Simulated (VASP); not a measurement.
Input of a VASP 6.6.1 run:

INCAR

```
  ALGO = Normal
  EDIFF = 1E-6
  ENCUT = 520
  GGA = PE
  ISIF = 2
  ISMEAR = 0
  LASPH = T
  LCHARG = T
  LELF = T
  LREAL = F
  LVHAR = T
  LWAVE = F
  NBANDS = 31
  NELM = 80
  PREC = Accurate
  SIGMA = 0.02
```

Contents of KPOINTS:

```
k-points
0
Gamma
  6 6 8
```

File POSCAR:

```
HfO2
1.0
    4.3996440222      0.0000000000      0.0000000000
    0.0000000000      4.3996440222      0.0000000000
    0.0000000000      0.0000000000      3.0820846264
Hf O
2 4
Direct
    0.0000000000      0.0000000000      0.0000000000
    0.5000000000      0.5000000000      0.5000000000
    0.1940611881      0.8059388119      0.5000000000
    0.3059388119      0.3059388119      0.0000000000
    0.6940611881      0.6940611881      0.0000000000
    0.8059388119      0.1940611881      0.5000000000
```

Potentials or basis: VASP PAW PBE potentials, release 64 (Hf_pv, O).

Launch:

```sh
$ cat potpaw_PBE.64/Hf_pv/POTCAR potpaw_PBE.64/O/POTCAR > POTCAR
$ mpirun -np 1 vasp_std > vasp.out
```

(1) What does it give for the largest force?

(2) Estimate the band gap on the k mesh.

(3) Predict the pressure.

## Answers

(1) 0.057 eV/Å.

(2) 4.75 eV.

(3) 86.2 GPa.

Caveat: the cell stands under pressure; spin-orbit coupling is left out, which moves the levels of the heavy elements.
